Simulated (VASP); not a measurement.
**GaCuSe2: single point with LDA**

**Experimental background.**

From “Growth and anisotropy of transport properties of CuGaSe2 single crystals”, 2018, pmc:6251020, for a bulk crystal of GaCuSe2: band gap 1.72 eV.

The system is GaCuSe2.

```
CELL_PARAMETERS angstrom
-2.75447 2.75447 5.47879
2.75447 -2.75447 5.47879
2.75447 2.75447 -5.47879
ATOMIC_POSITIONS crystal
Ga 0.50000 0.50000 0.00000
Ga 0.25000 0.75000 0.50000
Cu 0.00000 0.00000 0.00000
Cu 0.75000 0.25000 0.50000
Se 0.37500 0.36595 0.49095
Se 0.63405 0.12500 0.00905
Se 0.87500 0.88405 0.50905
Se 0.11595 0.62500 0.99095
```

- Program: VASP 6.6.1
- Task: single point
- Functional: LDA
- Potentials or basis: VASP PAW LDA potentials, release 64 (Ga_d, Cu, Se)
- Cutoff: 520 eV
- k mesh: 7 × 7 × 7
- Occupations: fermi-dirac, width 0.1 eV
- Spin: no spin polarisation
- Dipole correction: no
- Further INCAR settings: ALGO = Normal; EDIFF = 1e-07; NBANDS = 46

```
Pressure               : 0.3 GPa
Largest force          : 0.009 eV/Å
Band gap on the k mesh : 0.22 eV
```

Forces in eV/Å, atoms in the order of the input:
```
Ga   0.000  0.000  0.000
Ga   0.000  0.000  0.000
Cu   0.000  0.000  0.000
Cu   0.000  0.000  0.000
Se   0.009  0.000  0.000
Se   0.000 -0.009  0.000
Se  -0.009  0.000  0.000
Se   0.000  0.009  0.000
```

Levels at points of the mesh, in eV from the valence-band top:
```tsv
k point	band 32	band 33	band 34	band 35	band 36	band 37	band 38	band 39	band 40	band 41
(0.00, 0.00, 0.00)	-1.99	-1.90	-0.09	-0.09	0.00	0.22	1.73	2.09	3.91	3.91
```

It took 5.8 min on 1 thread of Intel(R) Xeon(R) Platinum 8488C (Sapphire Rapids), with other jobs on the host, peak memory 0.44 GiB.

Against the measured gap of GaCuSe2, 1.72 eV (“Growth and anisotropy of transport properties of CuGaSe2 single crystals”, 2018, pmc:6251020), the calculated 0.22 eV is off by -1.50 eV. So large a miss can be the level of theory's own, or it may mean another phase, state or a wrong row. 2 values of this kind are on record in papers (1.7 to 1.72 eV); this one was drawn at random among those near their median. Spin-orbit coupling on Ga, Se is left out. The value is that of LDA, without temperature or zero-point motion. Semilocal functionals fall short of measured gaps as a rule.

Caveat: semilocal functionals underestimate gaps, and a narrow one can read as zero.
